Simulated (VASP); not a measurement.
A run of VASP 6.6.1 is set up as follows.

The input INCAR:

```
PREC = Accurate
ENCUT = 520
EDIFF = 1E-7
ISMEAR = -1
SIGMA = 0.05
LREAL = F
LASPH = T
NELM = 150
ALGO = Normal
ISIF = 2
LWAVE = F
LCHARG = F
ISPIN = 2
MAGMOM = 2.5 2.5 2.5 2.5 2.5 2.5
LORBIT = 11
LMAXMIX = 4
GGA = B5
ALDAX = 1.0
AGGAX = 1.0
AGGAC = 1.0
ALDAC = 0.0
NBANDS = 40
```

File KPOINTS:

```
Automatic mesh
0
Gamma
  6 6 6
```

File POSCAR:

```
Co
1.0
    4.5500510000      0.0000000000      0.0000000000
    2.2750255000      3.9404597545      0.0000000000
    2.2750255000      1.3134865848      3.7151010845
Co
6
Direct
    0.2500000000      0.2500000000      0.2500000000
    0.0000000000      0.0000000000      0.0000000000
    0.6250000000      0.6250000000      0.1250000000
    0.6250000000      0.1250000000      0.6250000000
    0.1250000000      0.6250000000      0.6250000000
    0.6250000000      0.6250000000      0.6250000000
```

Potentials or basis: VASP PAW PBE potentials, release 64 (Co).

Command:

```console
$ cat potpaw_PBE.64/Co/POTCAR > POTCAR
$ mpirun -np 1 vasp_std > vasp.out
```

Q: Predict the net moment.

A: 9.53 μB per cell.

Q: What does it give for the pressure?

A: 14.6 GPa.

Caveat: the cell stands under pressure; the PAW data sets were made with another functional, which shifts forces and pressure a little.
